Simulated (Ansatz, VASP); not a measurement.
One calculation of Pt, two programs

The input INCAR:

```
PREC = Accurate
ENCUT = 520
EDIFF = 1E-7
ISMEAR = -1
SIGMA = 0.6
LREAL = F
LASPH = T
NELM = 100
ALGO = Normal
ISIF = 2
LWAVE = F
LCHARG = T
LELF = T
LVHAR = T
NBANDS = 11
```

KPOINTS

```
regular mesh
0
Gamma
  14 14 14
```

File POSCAR:

```
Pt
1.0
    0.0000000000      1.9474302061      1.9474302061
    1.9474302061      0.0000000000      1.9474302061
    1.9474302061      1.9474302061      0.0000000000
Pt
1
Direct
    0.0000000000      0.0000000000      0.0000000000
```

Input for Ansatz:

```yaml
crystal:
  lattice:
    - [0.0, 1.9474302061, 1.9474302061]
    - [1.9474302061, 0.0, 1.9474302061]
    - [1.9474302061, 1.9474302061, 0.0]
  atoms:
    - { symbol: Pt, position: [0.0, 0.0, 0.0] }
hamiltonian:
  xc: lda
  pseudopotentials:
    kind: paw
    azcp:
      Pt: "pseudopotentials/Pt.paw.azcp"
basis:
  ecutwfc: 420
  fft_grid_basis: typed
kpoints:
  mp_grid: { grid: [14, 14, 14], shift: [0, 0, 0] }
magnetization:
  spin_polarized: false
scf:
  occupations: { method: fermi_dirac, width: 0.6 }
  lower_state_search: "off"
output:
  stress: true
  write_density: true
  write_potential: true
  elf: true
  volumetric_format: npy
```

Alike in both runs: task single point; functional LDA; k mesh 14 × 14 × 14; occupations fermi-dirac, width 0.6 eV; no spin polarisation.

|  | VASP | Ansatz |
| --- | --- | --- |
| version | VASP 6.6.1 | Ansatz 0.2.0 |
| potentials or method | VASP PAW LDA potentials, release 64 (Pt), cutoff 520 eV | plane waves (420 eV) with PAW, scalar-relativistic |
| valence electrons in the cell | 10 | 18 |

VASP gave:

* pressure (GPa): 7.3

Problem. Estimate Ansatz's values.

Solution. Pressure (GPa): 6.6.

Ansatz warns that its potentials were made for another functional, while VASP's fit it. LDA's correlation is that of Perdew and Zunger in VASP and of Perdew and Wang (1992) in Ansatz. VASP's potentials hold 10 valence electrons a cell and Ansatz's 18, so a difference there can come from the potentials and not from the codes.

Neither program's run includes spin-orbit coupling.
